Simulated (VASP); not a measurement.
A run of VASP 6.6.1:

File POSCAR:

```
LuScN2
1.0
    3.2057918172      0.0000000000      0.0000000000
    0.0000000000      3.2057918172      0.0000000000
    0.0000000000      0.0000000000      4.5245357442
Sc N Lu
1 2 1
Direct
    0.0000000000      0.0000000000      0.0000000000
    0.0000000000      0.0000000000      0.5000000000
    0.5000000000      0.5000000000      0.0000000000
    0.5000000000      0.5000000000      0.5000000000
```

INCAR.step1

```
PREC     = Accurate       # precision mode
ENCUT    = 520            # plane-wave cutoff, eV
ISMEAR   = -1             # smearing method
SIGMA    = 0.02           # smearing width, eV
LREAL    = F              # projectors in reciprocal space
LASPH    = T              # aspherical terms in the spheres
NELM     = 60             # most SCF steps
NBANDS   = 31             # bands
GGA      = PE             # functional
ALGO     = Normal         # electronic algorithm
EDIFF    = 1E-4           # SCF threshold, eV
LWAVE    = T              # write WAVECAR
LCHARG   = F              # write CHGCAR
```

File INCAR.step2:

```
PREC     = Accurate       # precision mode
ENCUT    = 520            # plane-wave cutoff, eV
EDIFF    = 1E-6           # SCF threshold, eV
ISMEAR   = -1             # smearing method
SIGMA    = 0.02           # smearing width, eV
LREAL    = F              # projectors in reciprocal space
LASPH    = T              # aspherical terms in the spheres
NELM     = 60             # most SCF steps
ALGO     = Normal         # electronic algorithm
ISIF     = 2              # what is computed and relaxed
LWAVE    = F              # write WAVECAR
LCHARG   = T              # write CHGCAR
METAGGA  = R2SCAN         # meta-GGA
LMIXTAU  = T            
LELF     = T              # ELF
LVHAR    = T            
NBANDS   = 31             # bands
ISTART   = 1
```

Contents of KPOINTS:

```
regular mesh
0
Gamma
  6 6 4
```

Potentials or basis: VASP PAW PBE potentials, release 64 (Sc_sv, N, Lu).

The run is started by

```sh
$ cat potpaw_PBE.64/Sc_sv/POTCAR potpaw_PBE.64/N/POTCAR potpaw_PBE.64/Lu/POTCAR > POTCAR
$ cp INCAR.step1 INCAR
$ mpirun -np 1 vasp_std > vasp.out
$ cp INCAR.step2 INCAR
$ mpirun -np 1 vasp_std > vasp.out
```

Hardware: 1 thread of Intel Xeon 8259CL, with other jobs on the host.

Problem. How long does it take, and how much memory?

Solution. Run time: 3.4 min on 1 thread of Intel Xeon 8259CL, on a shared host, peak memory 0.21 GiB. Counts: k points 30.
